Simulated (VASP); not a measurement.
# InSe (R3m) in VASP: a series of runs

The runs below take InSe through single point, with PBEsol.

All numbers are computed with VASP 6.6.1; they aren't measurements. Logs are shortened: lines on timing, memory, paths and dates and some standing lists are left out, and cuts for length are marked.

**Measured values to compare with.**

From “The Interaction of Hydrogen with the van der Waals Crystal γ-InSe”, 2020, pmc:7321205, for a bulk crystal of InSe at 300 K: band gap 1.25 eV.

The runs below are set against these values where they give the same quantity.

## 1. The cell of the first run

Symmetry: R3m, No. 160, trigonal system. Conventional cell: a = 4.066 Å, b = 4.066 Å, c = 25.735 Å, α = 90.00°, β = 90.00°, γ = 120.00°. Within 3.5 Å of In (site symmetry 3m) lie 3 Se at 2.68 Å and 1 In at 2.87 Å. Within 3.5 Å of In (site symmetry 3m) lie 3 Se at 2.68 Å and 1 In at 2.87 Å. Se (site symmetry 3m) has 3 In at 2.68 Å within 3.5 Å. Within 3.5 Å of Se (site symmetry 3m) lie 3 In at 2.68 Å.

## 2. Single point, PBEsol

File INCAR:

```
SYSTEM = InSe
ALGO = Normal
EDIFF = 1E-6
ENCUT = 520
GGA = PS
ISIF = 2
ISMEAR = 0
LASPH = .TRUE.
LCHARG = .FALSE.
LREAL = .FALSE.
LWAVE = .FALSE.
NBANDS = 27
NELM = 100
PREC = Accurate
SIGMA = 0.01
```

File KPOINTS:

```
k-points
0
G
  6 6 6
  0 0 0
```

File POSCAR:

```
InSe
1.0
    2.0327927136      1.1736338896      8.5783852515
   -2.0327927136      1.1736338896      8.5783852515
    0.0000000000     -2.3472667628      8.5783852515
In Se
2 2
Direct
    0.0000000000      0.0000000000      0.0000000000
    0.1114000000      0.1114000000      0.1114000000
    0.6165000000      0.6165000000      0.6165000000
    0.8281000000      0.8281000000      0.8281000000
```

Potentials or basis: VASP PAW PBE potentials, release 64 (In_d, Se).

On the command line:

```console
> cat potpaw_PBE.64/In_d/POTCAR potpaw_PBE.64/Se/POTCAR > POTCAR
> mpirun -np 1 vasp_std > vasp.out
```

OUTCAR:

```text
SYSTEM = InSe
   EDIFF = 1E-6
   ENCUT = 520
   GGA = PS
   ISIF = 2
   ISMEAR = 0
   LASPH = .TRUE.
   LREAL = .FALSE.
   NELM = 100
   PREC = Accurate

 ion  position               nearest neighbor table
   1  0.000  0.000  0.000-   3 2.68   3 2.68   3 2.68   2 2.87
   2  0.111  0.111  0.111-   4 2.68   4 2.68   4 2.68   1 2.87
   3  0.617  0.617  0.617-   1 2.68   1 2.68   1 2.68
   4  0.828  0.828  0.828-   2 2.68   2 2.68   2 2.68

  LATTYP: Found a trigonal (rhomboedric) cell.
 ALAT       =     8.8937256674
 COS(alpha) =     0.8955162373

  Lattice vectors:

 A1 = (   2.0327927136,   1.1736338896,   8.5783852515)
 A2 = (  -2.0327927136,   1.1736338896,   8.5783852515)
 A3 = (   0.0000000000,  -2.3472667628,   8.5783852515)

Analysis of symmetry for initial positions (statically):
=====================================================================
 Subroutine PRICEL returns:
 Original cell was already a primitive cell.

 Routine SETGRP: Setting up the symmetry group for a
 trigonal (rhombohedral) supercell.

 Subroutine GETGRP returns: Found  6 space group operations
 (whereof  6 operations were pure point group operations)
 out of a pool of 12 trial point group operations.

The static configuration has the point symmetry C_3v.

Analysis of symmetry for dynamics (positions and initial velocities):
=====================================================================
 Subroutine PRICEL returns:
 Original cell was already a primitive cell.

 Routine SETGRP: Setting up the symmetry group for a
 trigonal (rhombohedral) supercell.

 Subroutine GETGRP returns: Found  6 space group operations
 (whereof  6 operations were pure point group operations)
 out of a pool of 12 trial point group operations.

The dynamic configuration has the point symmetry C_3v.

 Subroutine INISYM returns: Found  6 space group operations
 (whereof  6 operations are pure point group operations),
 and found     1 'primitive' translations

----------------------------------------------------------------------------------------

                                     Primitive cell

  volume of cell :     122.7955

  direct lattice vectors                    reciprocal lattice vectors
     2.032792714  1.173633890  8.578385252     0.245967037  0.142009119  0.038857346
    -2.032792714  1.173633890  8.578385252    -0.245967037  0.142009119  0.038857346
[... 89 lines left out ...]
   EDIFF  = 0.1E-05   stopping-criterion for ELM
   LREAL  =      F    real-space projection
   EDIFFG = 0.1E-04   stopping-criterion for IOM
   NSW    =      0    number of steps for IOM
   IBRION =     -1    ionic relax: 0-MD 1-quasi-New 2-CG
   NFREE  =      0    steps in history (QN), initial steepest desc. (CG)
   ISIF   =      2    stress and relaxation
   ISYM   =      2    0-nonsym 1-usesym 2-fastsym
   POTIM  = 0.5000    time-step for ionic-motion
   TEBEG  =    0.0;   TEEND  =   0.0 temperature during run
   PSTRESS=    0.0 pullay stress
   NELECT =      38.0000    total number of electrons
   NUPDOWN=      -1.0000    fix difference up-down
   EMIN   =  10.00;   EMAX   =-10.00  energy-range for DOS
   EFERMI =   0.00;   METHOD = LEGACY
   ISMEAR =     0;   SIGMA  =   0.01  broadening in eV -4-tet -1-fermi 0-gaus
   EFERMI_NEDOS =   21; number of points for ismear=-14 and -15
   IALGO  =     38    algorithm
   IMIX   =      4    mixing-type and parameters
     AMIX     =   0.40;   BMIX     =  1.00
     AMIX_MAG =   1.60;   BMIX_MAG =  1.00
  volume/ion in A,a.u.               =      30.70       207.17
  Fermi-wavevector in a.u.,A,eV,Ry     =   1.107325  2.092541 16.683047  1.226169
  Thomas-Fermi vector in A             =   2.243838
   LORBIT       =      0    0 simple, 1 ext, 2 COOP (PROOUT), +10 PAW based schemes
   GGA     = PS    functional components
   LHFCALC =     F    Hartree Fock is set to
   AEXX    =    0.0000 exact exchange contribution
   IVDW    =     0    specifies the selected vdW correction
   LEPSILON=     F    determine dielectric tensor
   LRPA    =     F    only Hartree local field effects (RPA)
 non-spin polarized calculation
 Gauss-broadening in eV      SIGMA  =   0.01
  energy-cutoff  :      520.00
  volume of cell :      122.80
 maximum number of plane-waves:      3341
 NGX is ok and might be reduce to    70
   NGX = 33   NGY = 33   NGZ = 33

 number of electron      37.9999999 magnetization

 Free energy of the ion-electron system (eV)
  ---------------------------------------------------
  ext. energy  EPLUGINS =         0.00000000
  ---------------------------------------------------
  free energy    TOTEN  =       -15.55307982 eV

  energy without entropy =      -15.55307982  energy(sigma->0) =      -15.55307982

 E-fermi :   3.5347     XC(G=0):  -8.8822

 val. band max:        3.4930704414   @ k =   0.5000   0.5000   0.5000
 cond. band min:       3.7075245760   @ k =   0.5000   0.5000   0.5000
 fundamental gap:      0.2144541346
 Fermi energy:         3.5347180684

 k-point     1 :       0.0000    0.0000    0.0000
  band No.  band energies     occupation
      1     -11.1059      2.00000
      2     -10.9544      2.00000
      3     -10.9544      2.00000
      4     -10.8905      2.00000
      5     -10.8905      2.00000
      6     -10.8719      2.00000
[... 709 lines left out ...]
     26      10.4583      0.00000
     27      10.8383      0.00000

 [... further k-points ...]

------------------------ aborting loop because EDIFF is reached ----------------------------------------

  FORCE on cell =-STRESS in cart. coord.  units (eV):
  Direction    XX          YY          ZZ          XY          YZ          ZX
  --------------------------------------------------------------------------------------
  -------------------------------------------------------------------------------------
  Total       -1.3366430     -1.3366433     -1.9148902     -0.0000000     -0.0000001      0.0000000
  in kB      -17.4398845    -17.4398884    -24.9845801     -0.0000000     -0.0000010      0.0000000
  external PRESSURE =     -19.9547843 kB  Pullay stress =       0.0000000 kB

 VOLUME and BASIS-vectors are now :
 -----------------------------------------------------------------------------
  energy-cutoff  :      520.00
  volume of cell :      122.80
      direct lattice vectors                 reciprocal lattice vectors
     2.032792714  1.173633890  8.578385252     0.245967037  0.142009119  0.038857346
    -2.032792714  1.173633890  8.578385252    -0.245967037  0.142009119  0.038857346
     0.000000000 -2.347266763  8.578385252     0.000000000 -0.284018238  0.038857363

 POSITION                                       TOTAL-FORCE (eV/Angst)
 -----------------------------------------------------------------------------------
      0.00000      0.00000      0.00000         0.000000      0.000000      0.106913
      0.00000      0.00000      2.86690         0.000000     -0.000000     -0.125864
      0.00000      0.00000     15.86572         0.000000      0.000000      0.259673
      0.00000      0.00000     21.31128         0.000000     -0.000000     -0.240721
 -----------------------------------------------------------------------------------
    total drift:                               -0.000000     -0.000005      0.000006

  FREE ENERGIE OF THE ION-ELECTRON SYSTEM (eV)
  ---------------------------------------------------
  free  energy   TOTEN  =       -15.5530798234 eV

  energy  without entropy=      -15.5530798234  energy(sigma->0) =      -15.55307982
```

It took 5.7 min on 1 thread of AMD EPYC 9R45 (Zen 5), shared host; peak memory 0.65 GiB.

What came out:

```
Free energy            : -15.5531 eV
Pressure               : -2.0 GPa
Largest force          : 0.260 eV/Å
Band gap on the k mesh : 0.21 eV, direct
```

Forces in eV/Å, atoms in the order of the input:
```
In   0.000  0.000  0.107
In   0.000  0.000 -0.126
Se   0.000  0.000  0.260
Se   0.000  0.000 -0.241
```

Caveat: the PAW data sets were made with another functional, which shifts forces and pressure a little; spin-orbit coupling is left out, which moves the levels of the heavy elements.

## 3. Single point, PBEsol

This run uses another cell than the first one, of 31.43 Å³/atom, 1.024 times its volume.

File INCAR:

```
SYSTEM = InSe
  PREC = Accurate
  ENCUT = 520
  EDIFF = 1E-6
  ISMEAR = 0
  SIGMA = 0.01
  LREAL = .FALSE.
  LASPH = .TRUE.
  NELM = 60
  ALGO = Normal
  ISIF = 2
  LWAVE = .FALSE.
  LCHARG = .FALSE.
  GGA = PS
  NBANDS = 27
```

File KPOINTS:

```
regular mesh
0
G
  6 6 6
  0 0 0
```

File POSCAR:

```
InSe
1.0
    2.0487996145      1.1828754818      8.6459343733
   -2.0487996145      1.1828754818      8.6459343733
    0.0000000000     -2.3657499393      8.6459343733
In Se
2 2
Direct
    0.0000000000      0.0000000000      0.0000000000
    0.1114000000      0.1114000000      0.1114000000
    0.6165000000      0.6165000000      0.6165000000
    0.8281000000      0.8281000000      0.8281000000
```

Potentials or basis: VASP PAW PBE potentials, release 64 (In_d, Se).

On the command line:

```console
> cat potpaw_PBE.64/In_d/POTCAR potpaw_PBE.64/Se/POTCAR > POTCAR
> mpirun -np 1 vasp_std > vasp.out
```

Run time: 5.6 min. Hardware: 1 thread of AMD EPYC 9R45 (Zen 5), shared host; peak memory 0.65 GiB.

It converged, with:

| Quantity | Value |
| --- | --- |
| Free energy | -15.5090 eV |
| Pressure | -2.9 GPa |
| Largest force | 0.410 eV/Å |
| Band gap on the k mesh | 0.17 eV, direct |

Forces on the atoms (eV/Å):
```
In   0.000  0.000  0.020
In   0.000  0.000 -0.039
Se   0.000  0.000  0.410
Se   0.000  0.000 -0.392
```

Stress tensor (GPa, compression positive):
```
-2.68  0.00  0.00
 0.00 -2.68  0.00
 0.00  0.00 -3.32
```

Levels at points of the mesh, in eV from the valence-band top:
| k point | band 17 | band 18 | band 19 | band 20 | band 21 | band 22 |
| --- | --- | --- | --- | --- | --- | --- |
| (0.00, 0.00, 0.00) | -1.22 | -1.13 | -1.13 | 1.45 | 1.86 | 4.27 |
| (0.50, 0.00, 0.00) | -2.15 | -2.06 | -1.54 | 1.17 | 1.77 | 3.54 |
| (0.50, 0.50, 0.00) | -2.29 | -1.90 | -1.38 | 1.03 | 1.88 | 3.23 |
| (0.50, 0.50, 0.50) | -1.07 | -1.07 | 0.00 | 0.17 | 1.97 | 4.20 |

Caveat: the PAW data sets were made with another functional, which shifts forces and pressure a little; spin-orbit coupling is left out, which moves the levels of the heavy elements.

## 4. Single point, PBEsol

This run uses another cell than the first one, of 32.16 Å³/atom, 1.048 times its volume.

File INCAR:

```
SYSTEM = InSe
PREC = Accurate
ENCUT = 520
EDIFF = 1E-6
ISMEAR = 0
SIGMA = 0.01
LREAL = .False.
LASPH = .True.
NELM = 100
ALGO = Normal
ISIF = 2
LWAVE = .False.
LCHARG = .False.
GGA = PS
NBANDS = 27
```

File KPOINTS:

```
Automatic mesh
0
Gamma
  6 6 6
  0 0 0
```

File POSCAR:

```
InSe
1.0
    2.0645602309      1.1919748816      8.7124441745
   -2.0645602309      1.1919748816      8.7124441745
    0.0000000000     -2.3839487309      8.7124441745
In Se
2 2
Direct
    0.0000000000      0.0000000000      0.0000000000
    0.1114000000      0.1114000000      0.1114000000
    0.6165000000      0.6165000000      0.6165000000
    0.8281000000      0.8281000000      0.8281000000
```

On the command line:

```console
> cat potpaw_PBE.64/In_d/POTCAR potpaw_PBE.64/Se/POTCAR > POTCAR
> mpirun -np 1 vasp_std > vasp.out
```

Run time: 5.8 min. Hardware: 1 thread of AMD EPYC 9R45 (Zen 5), shared host; peak memory 0.65 GiB.

The run converged. Its results:

| Property | Result |
| --- | --- |
| Free energy | -15.4496 eV |
| Pressure | -3.7 GPa |
| Largest force | 0.548 eV/Å |
| Band gap on the k mesh | 0.12 eV, direct |

Forces on the atoms (eV/Å):
```
In   0.000  0.000 -0.060
In   0.000  0.000  0.041
Se   0.000  0.000  0.548
Se   0.000  0.000 -0.529
```

Stress tensor (GPa, compression positive):
```
-3.49  0.00  0.00
 0.00 -3.49  0.00
 0.00  0.00 -4.03
```

Levels at points of the mesh, in eV from the valence-band top:
```
           k point  band 16  band 17  band 18  band 19  band 20  band 21  band 22  band 23
(0.00, 0.00, 0.00)    -1.19    -1.19    -1.11    -1.11     1.40     1.82     4.24     4.24
(0.50, 0.00, 0.00)    -2.13    -2.09    -2.00    -1.49     1.17     1.73     3.54     3.84
(0.50, 0.50, 0.00)    -2.37    -2.22    -1.84    -1.33     1.01     1.87     3.24     3.55
(0.50, 0.50, 0.50)    -1.24    -1.04    -1.04     0.00     0.12     1.94     4.17     4.17
```

Caveat: the PAW data sets were made with another functional, which shifts forces and pressure a little; spin-orbit coupling is left out, which moves the levels of the heavy elements.

## 5. Overview

```csv
cell,gap on the mesh (eV),pressure (GPa),largest force (eV/Å)
"a = 8.894 Å, angles 26.4°, 4 atoms",0.21,-2.0,0.26
"a = 8.964 Å, angles 26.4°, 4 atoms",0.17,-2.9,0.41
"a = 9.033 Å, angles 26.4°, 4 atoms",0.12,-3.7,0.55
```

Alike in all rows: task single point; level PBEsol; potentials or basis VASP PAW PBE potentials, release 64 (In_d, Se); no spin polarisation; k mesh 6 × 6 × 6; cutoff (eV) 520; smearing gaussian 0.01 eV.

Caveats: the PAW data sets were made with another functional, which shifts forces and pressure a little; spin-orbit coupling is left out, which moves the levels of the heavy elements.

Absolute energies hang on the potentials; compare differences alone.

## 6. Against experiment

Step 2. Measured gap of InSe: 1.25 eV (300 K; “The Interaction of Hydrogen with the van der Waals Crystal γ-InSe”, 2020, pmc:7321205). This calculation gives 0.21 eV (-1.04 eV). So large a miss can be the level of theory's own, or it may mean another phase, state or a wrong row. Spin-orbit coupling on In, Se is left out. The value is that of PBEsol on a finite k mesh, which can miss the band edges, without temperature or zero-point motion. Semilocal functionals fall short of measured gaps as a rule.

Step 3. A measured gap of InSe is 1.25 eV (300 K; “The Interaction of Hydrogen with the van der Waals Crystal γ-InSe”, 2020, pmc:7321205); the calculated 0.17 eV misses it by -1.08 eV. So large a miss can be the level of theory's own, or it may mean another phase, state or a wrong row. Spin-orbit coupling on In, Se is left out. The value is that of PBEsol on a finite k mesh, which can miss the band edges, without temperature or zero-point motion. Semilocal functionals fall short of measured gaps as a rule.
